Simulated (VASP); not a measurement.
Write the native input for VASP 6.6.1 that does the following.

| Item | Value |
| --- | --- |
| Task | electric field gradients |
| Functional | PBEsol |
| Potentials or basis | VASP PAW PBE potentials, release 64 (K_sv, F) |
| Cutoff | 520 eV |
| k mesh | 9 × 9 × 9 |
| Occupations | fermi-dirac, width 0.01 eV |
| Spin | no spin polarisation |
| Dipole correction | no |
| Further INCAR settings | ALGO = Normal; EDIFF = 1e-08; NBANDS = 15 |

The structure of KF lies in POSCAR:

```
KF
1.0
    0.0000000000      2.7086816661      2.7086816661
    2.7086816661      0.0000000000      2.7086816661
    2.7086816661      2.7086816661      0.0000000000
K F
1 1
Direct
    0.0000000000      0.0000000000      0.0000000000
    0.5000000000      0.5000000000      0.5000000000
```

This cell differs from its parent crystal: volume scaled by 1.04.

These files were run (other wordings do the same):

INCAR

```
  PREC = Accurate
  ENCUT = 520
  EDIFF = 1E-8
  ISMEAR = -1
  SIGMA = 0.01
  LREAL = False
  LASPH = True
  NELM = 60
  ALGO = Normal
  ISIF = 2
  LWAVE = False
  LCHARG = False
  GGA = PS
  LEFG = True
  NBANDS = 15
```

KPOINTS

```
Automatic mesh
0
Gamma
  9 9 9
```

Potentials or basis: VASP PAW PBE potentials, release 64 (K_sv, F).

The run is started by

```bash
$ cat potpaw_PBE.64/K_sv/POTCAR potpaw_PBE.64/F/POTCAR > POTCAR
$ mpirun -np 1 vasp_std > vasp.out
```

It gave:

```json
{"Pressure": "-1.8 GPa", "Band gap on the k mesh": "5.83 eV, direct"}
```

Caveat: without QUAD_EFG the Cq values of the log hold for a quadrupole moment of 1 mb, not for the nuclei; the PAW data sets were made with another functional, which shifts forces and pressure a little.

Wall time 11 s on 1 thread of Intel(R) Xeon(R) 6975P-C (Granite Rapids), with other jobs on the host, peak memory 0.15 GiB.
